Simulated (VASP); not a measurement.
# Hf2O3 (Pn-3m) in VASP: a series of runs

The runs below take Hf2O3 through single point, relaxation of cell and atoms, with PBE.

Program: VASP 6.6.1. These are calculated values, not measurements. Logs are shortened: lines on timing, memory, paths and dates and some standing lists are left out, and cuts for length are marked.

## 1. The cell of the first run

Symmetry: Pn-3m, No. 224, cubic system. Conventional cell: a = 5.048 Å, b = 5.048 Å, c = 5.048 Å, α = 90.00°, β = 90.00°, γ = 90.00°. Hf (site symmetry -3m) has 6 O at 2.19 Å within 2.9 Å. Within 2.9 Å of O (site symmetry -42m) lie 4 Hf at 2.19 Å and 4 O at 2.52 Å.

## 2. Single point, PBE

INCAR

```
  ALGO = Normal
  EDIFF = 1E-6
  ENCUT = 520
  GGA = PE
  ISIF = 2
  ISMEAR = 0
  LASPH = T
  LCHARG = F
  LREAL = F
  LWAVE = F
  NBANDS = 49
  NELM = 80
  PREC = Accurate
  SIGMA = 0.2
```

KPOINTS

```
k-points
0
Gamma
  3 3 3
```

POSCAR

```
Hf2O3
1.0
    5.0475992517      0.0000000000      0.0000000000
    0.0000000000      5.0475992517      0.0000000000
    0.0000000000      0.0000000000      5.0475992517
Hf O
4 6
Direct
    0.2500000000      0.2500000000      0.7500000000
    0.2500000000      0.7500000000      0.2500000000
    0.7500000000      0.2500000000      0.2500000000
    0.7500000000      0.7500000000      0.7500000000
    0.5000000000      0.0000000000      0.0000000000
    0.5000000000      0.5000000000      0.0000000000
    0.0000000000      0.5000000000      0.5000000000
    0.0000000000      0.5000000000      0.0000000000
    0.0000000000      0.0000000000      0.5000000000
    0.5000000000      0.0000000000      0.5000000000
```

Potentials or basis: VASP PAW PBE potentials, release 64 (Hf_pv, O).

Command:

```
$ cat potpaw_PBE.64/Hf_pv/POTCAR potpaw_PBE.64/O/POTCAR > POTCAR
$ mpirun -np 1 vasp_std > vasp.out
```

OUTCAR:

```text
EDIFF = 1E-6
   ENCUT = 520
   GGA = PE
   ISIF = 2
   ISMEAR = 0
   LASPH = T
   LREAL = F
   NELM = 80
   PREC = Accurate

 ion  position               nearest neighbor table
   1  0.250  0.250  0.750-   5 2.19   6 2.19   7 2.19   8 2.19   9 2.19  10 2.19   2 3.57   3 3.57
                             4 3.57   2 3.57   3 3.57   2 3.57   4 3.57   2 3.57   3 3.57   4 3.57
   2  0.250  0.750  0.250-   5 2.19   6 2.19   7 2.19   8 2.19   9 2.19  10 2.19   1 3.57   3 3.57
                             4 3.57   1 3.57   4 3.57   1 3.57   3 3.57   1 3.57   3 3.57   4 3.57
   3  0.750  0.250  0.250-   5 2.19   6 2.19   7 2.19   8 2.19   9 2.19  10 2.19   1 3.57   2 3.57
                             4 3.57   1 3.57   4 3.57   2 3.57   4 3.57   4 3.57   1 3.57   2 3.57
   4  0.750  0.750  0.750-   5 2.19   6 2.19   7 2.19   8 2.19   9 2.19  10 2.19   1 3.57   2 3.57
                             3 3.57   2 3.57   3 3.57   1 3.57   3 3.57   3 3.57   1 3.57   2 3.57
   5  0.500  0.000  0.000-   1 2.19   2 2.19   3 2.19   4 2.19
   6  0.500  0.500  0.000-   1 2.19   2 2.19   3 2.19   4 2.19
   7  0.000  0.500  0.500-   1 2.19   2 2.19   3 2.19   4 2.19
   8  0.000  0.500  0.000-   1 2.19   2 2.19   3 2.19   4 2.19
   9  0.000  0.000  0.500-   1 2.19   2 2.19   3 2.19   4 2.19
  10  0.500  0.000  0.500-   1 2.19   2 2.19   3 2.19   4 2.19

  LATTYP: Found a simple cubic cell.
 ALAT       =     5.0475992517

  Lattice vectors:

 A1 = (   5.0475992517,   0.0000000000,   0.0000000000)
 A2 = (   0.0000000000,   5.0475992517,   0.0000000000)
 A3 = (   0.0000000000,   0.0000000000,   5.0475992517)

Analysis of symmetry for initial positions (statically):
=====================================================================
 Subroutine PRICEL returns:
 Original cell was already a primitive cell.

 Routine SETGRP: Setting up the symmetry group for a
 simple cubic supercell.

 Subroutine GETGRP returns: Found 48 space group operations
 (whereof 24 operations were pure point group operations)
 out of a pool of 48 trial point group operations.

The static configuration has the point symmetry T_d .
 The point group associated with its full space group is O_h .

Analysis of symmetry for dynamics (positions and initial velocities):
=====================================================================
 Subroutine PRICEL returns:
 Original cell was already a primitive cell.

 Routine SETGRP: Setting up the symmetry group for a
 simple cubic supercell.

 Subroutine GETGRP returns: Found 48 space group operations
 (whereof 24 operations were pure point group operations)
 out of a pool of 48 trial point group operations.

The dynamic configuration has the point symmetry T_d .
 The point group associated with its full space group is O_h .

 Subroutine INISYM returns: Found 48 space group operations
 (whereof 24 operations are pure point group operations),
 and found     1 'primitive' translations

----------------------------------------------------------------------------------------

                                     Primitive cell

  volume of cell :     128.6040

  direct lattice vectors                    reciprocal lattice vectors
     5.047599252  0.000000000  0.000000000     0.198113985  0.000000000  0.000000000
     0.000000000  5.047599252  0.000000000     0.000000000  0.198113985  0.000000000
     0.000000000  0.000000000  5.047599252     0.000000000  0.000000000  0.198113985

  length of vectors
     5.047599252  5.047599252  5.047599252     0.198113985  0.198113985  0.198113985

  position of ions in fractional coordinates (direct lattice)
     0.250000000  0.250000000  0.750000000
     0.250000000  0.750000000  0.250000000
     0.750000000  0.250000000  0.250000000
     0.750000000  0.750000000  0.750000000
     0.500000000  0.000000000  0.000000000
     0.500000000  0.500000000  0.000000000
     0.000000000  0.500000000  0.500000000
     0.000000000  0.500000000  0.000000000
     0.000000000  0.000000000  0.500000000
     0.500000000  0.000000000  0.500000000

  ion indices of the primitive-cell ions
   primitive index   ion index
                 1           1
                 2           2
                 3           3
                 4           4
                 5           5
                 6           6
                 7           7
                 8           8
                 9           9
                10          10

----------------------------------------------------------------------------------------

 KPOINTS: k-points

Automatic generation of k-mesh.
 Grid dimensions read from file:
 generate k-points for:    3    3    3

 Generating k-lattice:

  Cartesian coordinates                     Fractional coordinates (reciprocal lattice)
     0.066037995  0.000000000  0.000000000     0.333333333  0.000000000  0.000000000
     0.000000000  0.066037995  0.000000000     0.000000000  0.333333333  0.000000000
     0.000000000  0.000000000  0.066037995     0.000000000  0.000000000  0.333333333

  Length of vectors
     0.066037995  0.066037995  0.066037995

  Shift w.r.t. Gamma in fractional coordinates (k-lattice)
     0.000000000  0.000000000  0.000000000

 Subroutine IBZKPT returns following result:
 ===========================================

 Found      4 irreducible k-points:

 Following reciprocal coordinates:
            Coordinates               Weight
  0.000000  0.000000  0.000000      1.000000
  0.333333  0.000000  0.000000      6.000000
  0.333333  0.333333  0.000000     12.000000
  0.333333  0.333333  0.333333      8.000000
   k-points           NKPTS =      4   k-points in BZ     NKDIM =      4   number of bands    NBANDS=     49
   number of dos      NEDOS =    301   number of ions     NIONS =     10
   total plane-waves  NPLWV =  64000
   dimension x,y,z NGX =    40 NGY =   40 NGZ =   40
   dimension x,y,z NGXF=    80 NGYF=   80 NGZF=   80
   ions per type =               4   6
   NGX,Y,Z   is equivalent  to a cutoff of  13.17, 13.17, 13.17 a.u.
   NGXF,Y,Z  is equivalent  to a cutoff of  26.35, 26.35, 26.35 a.u.
 SYSTEM =  unknown system
   PREC   = accura    normal or accurate (medium, high low for compatibility)
   ISTART =      0    job   : 0-new  1-cont  2-samecut
   ICHARG =      2    charge: 1-file 2-atom 10-const
   ISPIN  =      1    spin polarized calculation?
   LNONCOLLINEAR =      F non collinear calculations
   LSORBIT =      F    spin-orbit coupling
   LASPH  =      T    aspherical Exc in radial PAW
   ENCUT  =  520.0 eV  38.22 Ry    6.18 a.u.   9.39  9.39  9.39*2*pi/ulx,y,z
   NELM   =     80;   NELMIN=  2; NELMDL= -5     # of ELM steps
   EDIFF  = 0.1E-05   stopping-criterion for ELM
   LREAL  =      F    real-space projection
   EDIFFG = 0.1E-04   stopping-criterion for IOM
   NSW    =      0    number of steps for IOM
   IBRION =     -1    ionic relax: 0-MD 1-quasi-New 2-CG
   NFREE  =      0    steps in history (QN), initial steepest desc. (CG)
   ISIF   =      2    stress and relaxation
   ISYM   =      2    0-nonsym 1-usesym 2-fastsym
   POTIM  = 0.5000    time-step for ionic-motion
   TEBEG  =    0.0;   TEEND  =   0.0 temperature during run
   PSTRESS=    0.0 pullay stress
   NELECT =      76.0000    total number of electrons
   NUPDOWN=      -1.0000    fix difference up-down
   EMIN   =  10.00;   EMAX   =-10.00  energy-range for DOS
   EFERMI =   0.00;   METHOD = LEGACY
   ISMEAR =     0;   SIGMA  =   0.20  broadening in eV -4-tet -1-fermi 0-gaus
   EFERMI_NEDOS =   21; number of points for ismear=-14 and -15
   IALGO  =     38    algorithm
   IMIX   =      4    mixing-type and parameters
     AMIX     =   0.40;   BMIX     =  1.00
     AMIX_MAG =   1.60;   BMIX_MAG =  1.00
  volume/ion in A,a.u.               =      12.86        86.79
  Fermi-wavevector in a.u.,A,eV,Ry     =   1.373814  2.596131 25.679146  1.887364
  Thomas-Fermi vector in A             =   2.499297
   LORBIT       =      0    0 simple, 1 ext, 2 COOP (PROOUT), +10 PAW based schemes
   GGA     = PE    functional components
   LHFCALC =     F    Hartree Fock is set to
   AEXX    =    0.0000 exact exchange contribution
   IVDW    =     0    specifies the selected vdW correction
   LEPSILON=     F    determine dielectric tensor
   LRPA    =     F    only Hartree local field effects (RPA)
 non-spin polarized calculation
 Gauss-broadening in eV      SIGMA  =   0.20
  energy-cutoff  :      520.00
  volume of cell :      128.60
 maximum number of plane-waves:      3483
 NGX is ok and might be reduce to    40
   NGX = 19   NGY = 19   NGZ = 19

 number of electron      76.0000031 magnetization

 Free energy of the ion-electron system (eV)
  ---------------------------------------------------
  ext. energy  EPLUGINS =         0.00000000
  ---------------------------------------------------
  free energy    TOTEN  =       -99.58538209 eV

  energy without entropy =      -99.57329265  energy(sigma->0) =      -99.57933737

 E-fermi :   6.5425     XC(G=0): -11.3685

 val. band max:        6.1400006642   @ k =   0.3333   0.3333   0.3333
 cond. band min:       6.6011821633   @ k =   0.0000   0.0000   0.0000
 fundamental gap:      0.4611814991
 Fermi energy:         6.5425478511

 k-point     1 :       0.0000    0.0000    0.0000
  band No.  band energies     occupation
      1     -26.4856      2.00000
      2     -26.4856      2.00000
      3     -26.1180      2.00000
      4     -26.1180      2.00000
      5     -26.1180      2.00000
      6     -26.1080      2.00000
[... 41 lines left out ...]
     48       9.7589      0.00000
     49       9.7589      0.00000

 k-point     2 :       0.3333    0.0000    0.0000
  band No.  band energies     occupation
      1     -26.3968      2.00000
      2     -26.3787      2.00000
      3     -26.2131      2.00000
      4     -26.1555      2.00000
      5     -26.1050      2.00000
      6     -26.1050      2.00000
[... 41 lines left out ...]
     48       9.6490      0.00000
     49      10.4731      0.00000

 k-point     3 :       0.3333    0.3333    0.0000
  band No.  band energies     occupation
      1     -26.3536      2.00000
      2     -26.3267      2.00000
      3     -26.2648      2.00000
      4     -26.1942      2.00000
      5     -26.1376      2.00000
      6     -26.1059      2.00000
[... 41 lines left out ...]
     48       9.3669      0.00000
     49      10.8915      0.00000

 k-point     4 :       0.3333    0.3333    0.3333
  band No.  band energies     occupation
      1     -26.3966      2.00000
      2     -26.3966      2.00000
      3     -26.3374      2.00000
      4     -26.1114      2.00000
      5     -26.1114      2.00000
      6     -26.0587      2.00000
[... 41 lines left out ...]
     48       9.4098      0.00000
     49      10.6593      0.00000

------------------------ aborting loop because EDIFF is reached ----------------------------------------

  FORCE on cell =-STRESS in cart. coord.  units (eV):
  Direction    XX          YY          ZZ          XY          YZ          ZX
  --------------------------------------------------------------------------------------
  -------------------------------------------------------------------------------------
  Total       -2.6044575     -2.6044575     -2.6044575      0.0000000      0.0000000     -0.0000000
  in kB      -32.4469040    -32.4469040    -32.4469040      0.0000000      0.0000000     -0.0000000
  external PRESSURE =     -32.4469040 kB  Pullay stress =       0.0000000 kB

 VOLUME and BASIS-vectors are now :
 -----------------------------------------------------------------------------
  energy-cutoff  :      520.00
  volume of cell :      128.60
      direct lattice vectors                 reciprocal lattice vectors
     5.047599252  0.000000000  0.000000000     0.198113985  0.000000000  0.000000000
     0.000000000  5.047599252  0.000000000     0.000000000  0.198113985  0.000000000
     0.000000000  0.000000000  5.047599252     0.000000000  0.000000000  0.198113985

 POSITION                                       TOTAL-FORCE (eV/Angst)
 -----------------------------------------------------------------------------------
      1.26190      1.26190      3.78570         0.000000      0.000000     -0.000000
      1.26190      3.78570      1.26190         0.000000      0.000000      0.000000
      3.78570      1.26190      1.26190        -0.000000      0.000000     -0.000000
      3.78570      3.78570      3.78570        -0.000000     -0.000000     -0.000000
      2.52380      0.00000      0.00000         0.000000      0.000000     -0.000000
      2.52380      2.52380      0.00000        -0.000000     -0.000000     -0.000000
      0.00000      2.52380      2.52380        -0.000000     -0.000000      0.000000
      0.00000      2.52380      0.00000        -0.000000     -0.000000      0.000000
      0.00000      0.00000      2.52380         0.000000     -0.000000      0.000000
      2.52380      0.00000      2.52380        -0.000000     -0.000000      0.000000
 -----------------------------------------------------------------------------------
    total drift:                               -0.000000      0.000000      0.000000

  FREE ENERGIE OF THE ION-ELECTRON SYSTEM (eV)
  ---------------------------------------------------
  free  energy   TOTEN  =       -99.5853820911 eV

  energy  without entropy=      -99.5732926494  energy(sigma->0) =      -99.57933737
```

Run time: 34 s. Hardware: 1 thread of AMD EPYC 7R13 (Zen 3), shared host; peak memory 0.21 GiB.

What came out:

```yaml
Free_energy: -99.5854 eV
Pressure: -3.2 GPa
Band_gap_on_the_k_mesh: zero (filled and empty bands touch)
```

Levels at points of the mesh, in eV from the Fermi level:
| k point | band 34 | band 35 | band 36 | band 37 | band 38 | band 39 | band 40 | band 41 | band 42 | band 43 |
| --- | --- | --- | --- | --- | --- | --- | --- | --- | --- | --- |
| (0.00, 0.00, 0.00) | -3.86 | -3.55 | -3.55 | -3.55 | 0.06 | 0.06 | 0.06 | 1.12 | 1.12 | 1.22 |

Caveat: the k points lie up to 0.41 Å⁻¹ apart; spin-orbit coupling is left out, which moves the levels of the heavy elements.

## 3. Relaxation of cell and atoms, PBE

This run uses another cell than the first one, of 12.73 Å³/atom, 0.990 times its volume.

INCAR

```
  PREC = Accurate
  ENCUT = 600
  EDIFF = 1E-6
  ISMEAR = 0
  SIGMA = 0.2
  LREAL = False
  LASPH = True
  NELM = 80
  ALGO = Normal
  ISIF = 3
  LWAVE = False
  LCHARG = False
  GGA = PE
  IBRION = 2
  NSW = 36
  EDIFFG = -0.08
```

KPOINTS

```
regular mesh
0
Gamma
  3 3 3
```

POSCAR: that of step 2 with these lines changed.

```diff
@@ -2,5 +2,5 @@
 1.0
-    5.0475992517      0.0000000000      0.0000000000
-    0.0000000000      5.0475992517      0.0000000000
-    0.0000000000      0.0000000000      5.0475992517
+    5.0300000000      0.0000000000      0.0000000000
+    0.0000000000      5.0300000000      0.0000000000
+    0.0000000000      0.0000000000      5.0300000000
 Hf O
```

Potentials or basis: VASP PAW PBE potentials, release 64 (Hf_pv, O).

Command:

```
$ cat potpaw_PBE.64/Hf_pv/POTCAR potpaw_PBE.64/O/POTCAR > POTCAR
$ mpirun -np 1 vasp_std > vasp.out
```

It took 1.9 min on 1 thread of AMD EPYC 7R13 (Zen 3), shared host; peak memory 0.22 GiB.

The run converged. Its results:

* Free energy: -99.6219 eV
* Relaxed volume: 12.65 Å³/atom
* Relaxed cell: a = 5.020 Å, b = 5.020 Å, c = 5.020 Å, α = 90.00°, β = 90.00°, γ = 90.00°
* Space group after relaxing (to 0.05 Å): Pn-3m (No. 224)
* Energy gained by relaxing: 0.3 meV/atom
* Ionic steps: 3
* Pressure after relaxing: 0.0 GPa
* Band gap on the k mesh: zero (filled and empty bands touch)

The path:
| step | energy change (eV) | largest force (eV/Å) | pressure (GPa) | volume (Å³) |
| --- | --- | --- | --- | --- |
| 1 | 0.0000 | 0.0000 | -1.30 | 127.26 |
| 2 | 0.0032 | 0.0000 | 1.89 | 125.37 |
| 3 | -0.0032 | 0.0000 | 0.01 | 126.48 |

Final structure:
```cif
data_structure
_symmetry_space_group_name_H-M 'P 1'
_symmetry_Int_Tables_number 1
_cell_length_a 5.0196
_cell_length_b 5.0196
_cell_length_c 5.0196
_cell_angle_alpha 90.000
_cell_angle_beta 90.000
_cell_angle_gamma 90.000
_cell_volume 126.48
loop_
_atom_site_label
_atom_site_type_symbol
_atom_site_fract_x
_atom_site_fract_y
_atom_site_fract_z
_atom_site_occupancy
Hf1 Hf 0.25000 0.25000 0.75000 1
Hf2 Hf 0.25000 0.75000 0.25000 1
Hf3 Hf 0.75000 0.25000 0.25000 1
Hf4 Hf 0.75000 0.75000 0.75000 1
O1 O 0.50000 0.00000 0.00000 1
O2 O 0.50000 0.50000 0.00000 1
O3 O 0.00000 0.50000 0.50000 1
O4 O 0.00000 0.50000 0.00000 1
O5 O 0.00000 0.00000 0.50000 1
O6 O 0.50000 0.00000 0.50000 1
```

Levels at points of the mesh, in eV from the Fermi level:
| k point | band 36 | band 37 | band 38 | band 39 | band 40 | band 41 |
| --- | --- | --- | --- | --- | --- | --- |
| (0.00, 0.00, 0.00) | -3.58 | -3.58 | 0.06 | 0.06 | 0.06 | 1.14 |

Caveat: the k points lie up to 0.42 Å⁻¹ apart in the final cell; spin-orbit coupling is left out, which moves the levels of the heavy elements.
